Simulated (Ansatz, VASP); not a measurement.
# BeTe: VASP beside Ansatz

```
CELL_PARAMETERS angstrom
0.00000 2.77070 2.77070
2.77070 0.00000 2.77070
2.77070 2.77070 0.00000
ATOMIC_POSITIONS crystal
Be 0.00000 0.00000 0.00000
Te 0.25000 0.25000 0.25000
```

Alike in both runs: functional r2SCAN; k mesh 8 × 8 × 8; occupations fermi-dirac, width 0.02 eV; no spin polarisation.

Ansatz relaxed the structure, and its values are those at the end. VASP's run is a single point on that final structure, the one shown.

|  | VASP | Ansatz |
| --- | --- | --- |
| version | VASP 6.6.1 | Ansatz 0.2.0 |
| potentials or method | VASP PAW PBE potentials, release 64 (Be, Te), cutoff 520 eV | PAW plane waves |
| valence electrons in the cell | 8 | 18 |

|  | VASP | Ansatz | Ansatz less VASP |
| --- | --- | --- | --- |
| gap on the k mesh at the Fermi level (eV) | 2.21 | 2.22 | +0.013 |
| pressure (GPa) | 4.4 | 4.2 | -0.24 |

VASP's potentials were made for PBE, not for r2SCAN. VASP's potentials hold 8 valence electrons a cell and Ansatz's 18, so a difference there can come from the potentials and not from the codes. Ansatz's warnings: stress scf threshold loose.

Spin-orbit coupling is off throughout.
